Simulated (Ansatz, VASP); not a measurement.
Ta3N5: VASP beside Ansatz

Contents of POSCAR:

```
Ta3N5
1.0
    1.9363702300     -5.1292931000      0.0000000000
    1.9363702300      5.1292931000      0.0000000000
    0.0000000000      0.0000000000     10.2958857400
Ta N
6 10
Direct
    0.8033444600      0.1966555400      0.2500000000
    0.1966555400      0.8033444600      0.7500000000
    0.8665597400      0.1334402600      0.5600175200
    0.1334402600      0.8665597400      0.0600175200
    0.1334402600      0.8665597400      0.4399824800
    0.8665597400      0.1334402600      0.9399824800
    0.2370165800      0.7629834200      0.2500000000
    0.7629834200      0.2370165800      0.7500000000
    0.9530125100      0.0469874900      0.1187090500
    0.0469874900      0.9530125100      0.6187090500
    0.0469874900      0.9530125100      0.8812909500
    0.9530125100      0.0469874900      0.3812909500
    0.6921221600      0.3078778400      0.0740723000
    0.3078778400      0.6921221600      0.5740723000
    0.3078778400      0.6921221600      0.9259277000
    0.6921221600      0.3078778400      0.4259277000
```

File INCAR.step1:

```
ALGO = Normal
EDIFF = 1E-4
ENCUT = 520
GGA = PE
ISMEAR = -1
LASPH = True
LCHARG = False
LREAL = Auto
LWAVE = True
NBANDS = 72
NELM = 80
PREC = Accurate
SIGMA = 0.02
```

INCAR.step2

```
ALGO = Normal
EDIFF = 1E-6
ENCUT = 520
ISIF = 2
ISMEAR = -1
ISTART = 1
LASPH = True
LCHARG = False
LMIXTAU = True
LREAL = Auto
LWAVE = False
METAGGA = R2SCAN
NBANDS = 72
NELM = 80
PREC = Accurate
SIGMA = 0.02
```

File KPOINTS:

```
k-points
0
Gamma
  6 6 4
```

Input for Ansatz:

```yaml
crystal:
  lattice:
    - [1.93637023, -5.1292931, 0.0]
    - [1.93637023, 5.1292931, 0.0]
    - [0.0, 0.0, 10.29588574]
  atoms:
    - { symbol: Ta, position: [0.80334446, 0.19665554, 0.25] }
    - { symbol: Ta, position: [0.19665554, 0.80334446, 0.75] }
    - { symbol: Ta, position: [0.86655974, 0.13344026, 0.56001752] }
    - { symbol: Ta, position: [0.13344026, 0.86655974, 0.06001752] }
    - { symbol: Ta, position: [0.13344026, 0.86655974, 0.43998248] }
    - { symbol: Ta, position: [0.86655974, 0.13344026, 0.93998248] }
    - { symbol: "N", position: [0.23701658, 0.76298342, 0.25] }
    - { symbol: "N", position: [0.76298342, 0.23701658, 0.75] }
    - { symbol: "N", position: [0.95301251, 0.04698749, 0.11870905] }
    - { symbol: "N", position: [0.04698749, 0.95301251, 0.61870905] }
    - { symbol: "N", position: [0.04698749, 0.95301251, 0.88129095] }
    - { symbol: "N", position: [0.95301251, 0.04698749, 0.38129095] }
    - { symbol: "N", position: [0.69212216, 0.30787784, 0.0740723] }
    - { symbol: "N", position: [0.30787784, 0.69212216, 0.5740723] }
    - { symbol: "N", position: [0.30787784, 0.69212216, 0.9259277] }
    - { symbol: "N", position: [0.69212216, 0.30787784, 0.4259277] }
  symmetry: { tolerance: 0.0003 }
hamiltonian:
  xc: r2scan
  pseudopotentials: { kind: paw, azcp: { folder: soft_1 } }
basis:
  ecutwfc: 500
magnetization:
  spin_polarized: false
scf:
  occupations: { method: fermi_dirac, width: 0.02 }
kpoints:
  mp_grid: { grid: [6, 6, 4], shift: [0, 0, 0] }
  band_path:
    path:
      - [0.0, 0.0, 0.0]
      - [-0.5, 0.5, 0.0]
      - [-0.28562885, 0.71437115, 0.0]
      - [0.28562885, 0.28562885, 0.0]
      - [0.0, 0.0, 0.0]
      - [0.0, 0.0, 0.5]
      - [0.28562885, 0.28562885, 0.5]
      - [-0.28562885, 0.71437115, 0.5]
      - [-0.5, 0.5, 0.5]
      - [-0.5, 0.5, 0.0]
      - [0.0, 0.0, 0.0]
    npoints: 11
output:
  forces: true
  stress: true
  eigenvalues: true
  bader: true
  populations: true
  elf: true
  write_potential: true
  write_density: true
  volumetric_format: npy
  dos:
    e_range: [-12, 8]
    de: 0.05
    projected: { site_lists: { "N": ["N"], Ta: [Ta] } }
```

Alike in both runs: task single point; functional r2SCAN; k mesh 6 × 6 × 4; occupations fermi-dirac, width 0.02 eV; no spin polarisation.

|  | VASP | Ansatz |
| --- | --- | --- |
| version | VASP 6.6.1 | Ansatz 0.2.0 |
| potentials or method | VASP PAW PBE potentials, release 64 (Ta_pv, N), cutoff 520 eV | PAW plane waves |
| valence electrons in the cell | 116 | 128 |

|  | VASP | Ansatz | Ansatz less VASP |
| --- | --- | --- | --- |
| gap on the k mesh at the Fermi level (eV) | 1.62 | 1.64 | +0.022 |
| pressure (GPa) | 1.4 | 0.0 | -1.44 |
| traceless stress, the component that is largest in VASP (GPa) | -0.11 | -0.03 | +0.073 |
| rms of the force components (eV/Å) | 0.022 | 0.002 | -0.0194 |

VASP's potentials were made for PBE, not for r2SCAN. Atom by atom the forces differ by 0.021 eV/Å (rms over components). VASP's potentials hold 116 valence electrons a cell and Ansatz's 128, so a difference there can come from the potentials and not from the codes.

Neither program's run includes spin-orbit coupling.
